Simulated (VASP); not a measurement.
EuIr2, 6 atoms in the cell. It takes space group Fd-3m (No. 227, cubic). Conventional cell: a = 7.634 Å, b = 7.634 Å, c = 7.634 Å, α = 90.00°, β = 90.00°, γ = 90.00°. Eu (site symmetry -43m) has 12 Ir at 3.16 Å and 4 Eu at 3.31 Å within 4.2 Å. Ir (site symmetry -3m) has 6 Ir at 2.70 Å and 6 Eu at 3.16 Å within 3.6 Å. 

* Program: VASP 6.6.1
* Task: single point
* Functional: PBEsol
* Potentials or basis: VASP PAW PBE potentials, release 64 (Eu, Ir)
* Cutoff: 520 eV
* k mesh: 6 × 6 × 6
* Occupations: methfessel-paxton, width 0.1 eV
* Spin: collinear spin, antiferromagnetic start
* Starting moments: [4.9, -4.9, 0.0, 0.0, 0.0, 0.0] μB
* Dipole correction: no
* Further INCAR settings: ALGO = Normal; EDIFF = 1e-07; NBANDS = 48

Potentials or basis: VASP PAW PBE potentials, release 64 (Eu, Ir).

Launch:

```bash
$ cat potpaw_PBE.64/Eu/POTCAR potpaw_PBE.64/Ir/POTCAR > POTCAR
$ mpirun -np 1 vasp_std > vasp.out
```

Hardware: 1 thread of Intel(R) Xeon(R) 6975P-C (Granite Rapids), on a shared host.

Question: How long does it take, and how much memory?

Answer: Wall time 14 min on 1 thread of Intel(R) Xeon(R) 6975P-C (Granite Rapids), on a shared host, peak memory 0.34 GiB. Counts: scf iterations 53, k points 16.
